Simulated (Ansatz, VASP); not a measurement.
**AgCl: VASP beside Ansatz**

```
CELL_PARAMETERS angstrom
0.00000 2.73155 2.68996
2.73155 0.00000 2.68996
2.73155 2.73155 0.00000
ATOMIC_POSITIONS crystal
Ag 0.50000 0.50000 0.50000
Cl 0.00000 0.00000 0.00000
```

Change from the starting cell: strain -0.015 along x and y, -0.030 along z, atoms carried along.

Alike in both runs: task single point; functional r2SCAN; k mesh 8 × 8 × 8; occupations gaussian, width 0.05 eV; no spin polarisation.

```csv
,VASP,Ansatz
version,VASP 6.6.1,Ansatz 0.2.0
potentials or method,"VASP PAW PBE potentials, release 64 (Ag, Cl), cutoff 520 eV","scalar-relativistic, plane waves, PAW"
valence electrons in the cell,18,26
```

```csv
,VASP,Ansatz,Ansatz less VASP
gap on the k mesh at the Fermi level (eV),1.38,1.43,+0.054
least direct gap on the mesh (eV),3.92,3.97,+0.045
pressure (GPa),3.5,3.6,+0.06
"traceless stress, the component that is largest in VASP (GPa)",0.51,0.52,+0.007
```

VASP's potentials were made for PBE, not for r2SCAN. The functional is the same, so the differences come from potentials, cutoffs and numerics. VASP's potentials hold 18 valence electrons a cell and Ansatz's 26, so a difference there can come from the potentials and not from the codes.
